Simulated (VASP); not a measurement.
Here is a VASP 6.6.1 calculation.

INCAR

```
SYSTEM = HW8C8Cl
ALGO = Normal
EDIFF = 1E-7
ENCUT = 520
ISIF = 2
ISMEAR = 0
LASPH = .TRUE.
LCHARG = .FALSE.
LREAL = Auto
LWAVE = .FALSE.
NBANDS = 91
NELM = 80
PREC = Accurate
SIGMA = 0.05
```

File KPOINTS:

```
k-points
0
G
  3 3 1
  0 0 0
```

File POSCAR:

```
HW8C8Cl
1.0
    5.7868000000      0.0000000000      0.0000000000
   -2.8934000000      5.0115160000      0.0000000000
    0.0000000000      0.0000000000     16.2472500000
W C Cl H
8 8 1 1
Direct
    0.0000000000      0.0000000000      0.0615488775
    0.0010250269      0.0054125339      0.2328576221
    0.0000000000      0.5000000000      0.0615488775
    0.0010197813      0.5022282679      0.2353519519
    0.5000000000      0.0000000000      0.0615488775
    0.5041918006      0.0054241072      0.2328642693
    0.5000000000      0.5000000000      0.0615488775
    0.5019443404      0.5041185142      0.2348869501
    0.3342110405      0.1685174706      0.1422216067
    0.3327472105      0.1658013264      0.3101889858
    0.3334419099      0.6658957090      0.1409103694
    0.3410572829      0.6845563299      0.3012138670
    0.8338770261      0.1678573909      0.1420878610
    0.8336094103      0.1675229611      0.3091714598
    0.8323773310      0.6658931150      0.1409111080
    0.8432528236      0.6845567289      0.3012184831
    0.3506871691      1.2016577419      0.4136209512
    0.8434731483      1.1873479003      0.3764736802
```

Potentials or basis: VASP PAW LDA potentials, release 64 (W_sv, C, Cl, H).

The run is started by

```console
$ cat potpaw_LDA.64/W_sv/POTCAR potpaw_LDA.64/C/POTCAR potpaw_LDA.64/Cl/POTCAR potpaw_LDA.64/H/POTCAR > POTCAR
$ mpirun -np 1 vasp_std > vasp.out
```

(1) What does it give for the band gap on the k mesh?

(2) Predict the largest force.

Results:

(1) zero (bands 76 and 77 overlap by 0.84 eV).

(2) 0.207 eV/Å.

Caveat: the k points lie up to 0.42 Å⁻¹ apart, too coarse for converged energies and pressures of a metal; there is no dipole correction, which matters where the two faces differ; spin-orbit coupling is left out, which moves the levels of the heavy elements.
